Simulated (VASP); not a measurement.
# TiAl3: single point with PBE

Crystal: TiAl3.

```xyz
4
Lattice="-1.8198 1.8198 4.0655 1.8198 -1.8198 4.0655 1.8198 1.8198 -4.0655" Properties=species:S:1:pos:R:3 pbc="T T T"
Ti    0.0000    0.0000    0.0000
Al    0.0000    0.0000    4.0655
Al    0.0000    1.8198    2.0328
Al    1.8198    0.0000    2.0328
```

```yaml
Program: VASP 6.6.1
Task: single point
Functional: PBE
Potentials_or_basis: VASP PAW PBE potentials, release 64 (Ti_sv, Al)
Cutoff: 520 eV
k_mesh: 16 × 16 × 16
Occupations: gaussian, width 0.1 eV
Spin: no spin polarisation
Dipole_correction: no
Further_INCAR_settings: ALGO = Fast; EDIFF = 1e-06; NBANDS = 18
```

| Quantity | Value |
| --- | --- |
| Pressure | 24.8 GPa |
| Band gap on the k mesh | zero (an odd number of electrons rules out a gap without spin polarisation) |

Levels at points of the mesh, in eV from the Fermi level:
```tsv
k point	band 9	band 10	band 11	band 12	band 13	band 14
(0.00, 0.00, 0.00)	-1.40	-1.40	0.96	2.09	2.09	2.27
(0.50, 0.00, 0.00)	-1.19	-0.35	0.58	2.22	2.34	3.22
(0.50, 0.50, 0.00)	-2.81	-2.29	-1.16	2.19	2.38	3.01
(0.50, 0.50, 0.50)	-0.87	-0.33	0.76	0.76	1.12	3.35
```

It took 30 min on 1 thread of Intel Xeon 8259CL, with other jobs on the host, peak memory 0.46 GiB.

Caveat: the cell stands under pressure.
